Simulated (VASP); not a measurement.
Here is a VASP 6.6.1 calculation.

The input INCAR:

```
SYSTEM = AlV2C
ALGO = Normal ; EDIFF = 1E-7
EDIFFG = -0.04 ; ENCUT = 600
GGA = PE ; IBRION = 2
ISIF = 3 ; ISMEAR = 0
ISPIN = 2 ; LASPH = .TRUE.
LCHARG = .FALSE. ; LMAXMIX = 4
LORBIT = 11 ; LREAL = .FALSE.
LWAVE = .FALSE. ; MAGMOM = 0 2 2 0
NELM = 150 ; NSW = 90
PREC = Accurate ; SIGMA = 0.1
```

The input KPOINTS:

```
k-points
0
G
  6 6 2
  0 0 0
```

File POSCAR:

```
AlV2C
1.0
    3.1908745800      0.0000000000      0.0000000000
   -1.5954372900      2.7633784400      0.0000000000
    0.0000000000      0.0000000000      7.5173242400
Al V C
1 2 1
Direct
    0.0000000000      0.0000000000      0.0000000000
    0.3333333300      0.6666666700      0.1379992000
    0.6666666700      0.3333333300      0.8620008000
    0.0000000000      0.0000000000      0.5000000000
```

Potentials or basis: VASP PAW PBE potentials, release 64 (Al, V_sv, C).

Launch:

```sh
$ cat potpaw_PBE.64/Al/POTCAR potpaw_PBE.64/V_sv/POTCAR potpaw_PBE.64/C/POTCAR > POTCAR
$ mpirun -np 1 vasp_std > vasp.out
```

(1) Estimate the net moment.

(2) Predict the space group after relaxing (to 0.1 Å).

(3) Estimate the relaxed volume.

(4) Predict the relaxed cell.

Results:

(1) 0.00 μB per cell.

(2) P-3m1 (No. 164).

(3) 12.22 Å³/atom.

(4) a = 2.889 Å, b = 2.889 Å, c = 6.764 Å, α = 90.00°, β = 90.00°, γ = 120.00°.

Caveat: the k points lie up to 0.46 Å⁻¹ apart in the final cell; the volume moved by over 15 % at a fixed basis, so the end points are rough; the moments typed at the start vanished in this run.
